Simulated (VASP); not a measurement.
TiH2C2O2, 7 atoms in the cell. The cell holds a slab with vacuum, 7 atoms: a = 2.695 Å, b = 2.695 Å, c = 28.645 Å, α = 90.00°, β = 90.00°, γ = 120.00°. 

| Property | Result |
| --- | --- |
| Program | VASP 6.6.1 |
| Task | single point |
| Functional | r2SCAN |
| Potentials or basis | VASP PAW PBE potentials, release 64 (H, O, Ti_sv, C) |
| Cutoff | 520 eV |
| k mesh | 10 × 10 × 1 |
| Occupations | gaussian, width 0.1327 eV |
| Spin | no spin polarisation |
| Hubbard terms | Ti d U = 7.2 eV, J = 0.57 eV |
| Dipole correction | no |
| LDAUTYPE | 1 |
| Hund's J | 0.57 |
| Further INCAR settings | ALGO = Normal; EDIFF = 1e-06; NBANDS = 26 |

Potentials or basis: VASP PAW PBE potentials, release 64 (H, O, Ti_sv, C).

Command:

```bash
$ cat potpaw_PBE.64/H/POTCAR potpaw_PBE.64/O/POTCAR potpaw_PBE.64/Ti_sv/POTCAR potpaw_PBE.64/C/POTCAR > POTCAR
$ cp INCAR.step1 INCAR
$ mpirun -np 1 vasp_std > vasp.out
$ cp INCAR.step2 INCAR
$ mpirun -np 1 vasp_std > vasp.out
```

Hardware: 1 thread of Intel(R) Xeon(R) 6975P-C (Granite Rapids), with other jobs on the host.

Estimate the wall time of this run.

Run time: 10 min on 1 thread of Intel(R) Xeon(R) 6975P-C (Granite Rapids), on a shared host, peak memory 0.41 GiB. Counts: k points 31.
